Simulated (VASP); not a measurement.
A run of VASP 6.6.1 is set up as follows.

INCAR

```
SYSTEM = ZrB2
PREC = Accurate
ENCUT = 500
EDIFF = 1E-6
ISMEAR = -1
SIGMA = 0.03
LREAL = .FALSE.
LASPH = .TRUE.
NELM = 120
ALGO = Normal
ISIF = 2
LWAVE = .FALSE.
LCHARG = .TRUE.
GGA = PS
LELF = .TRUE.
LVHAR = .TRUE.
NBANDS = 16
GGA_COMPAT = .FALSE.
```

File KPOINTS:

```
regular mesh
0
G
  6 6 5
  0 0 0
```

Contents of POSCAR:

```
ZrB2
1.0
    3.1700000000      0.0000000000      0.0000000000
   -1.5850000000      2.7453005300      0.0000000000
    0.0000000000      0.0000000000      3.5330000000
Zr B
1 2
Direct
    0.0000000000      0.0000000000      0.0000000000
    0.6666666667      0.3333333333      0.5000000000
    0.3333333333      0.6666666667      0.5000000000
```

Potentials or basis: VASP PAW PBE potentials, release 64 (Zr_sv, B).

Command:

```bash
$ cat potpaw_PBE.64/Zr_sv/POTCAR potpaw_PBE.64/B/POTCAR > POTCAR
$ mpirun -np 1 vasp_std > vasp.out
```

(1) Predict the band gap on the k mesh.

(2) What does it give for the pressure?

Answers

(1) zero (band 9 reaches 10.89 eV, above the bottom of band 10 at 10.14 eV).

(2) -3.6 GPa.

Caveat: the k points lie up to 0.38 Å⁻¹ apart; the PAW data sets were made with another functional, which shifts forces and pressure a little.
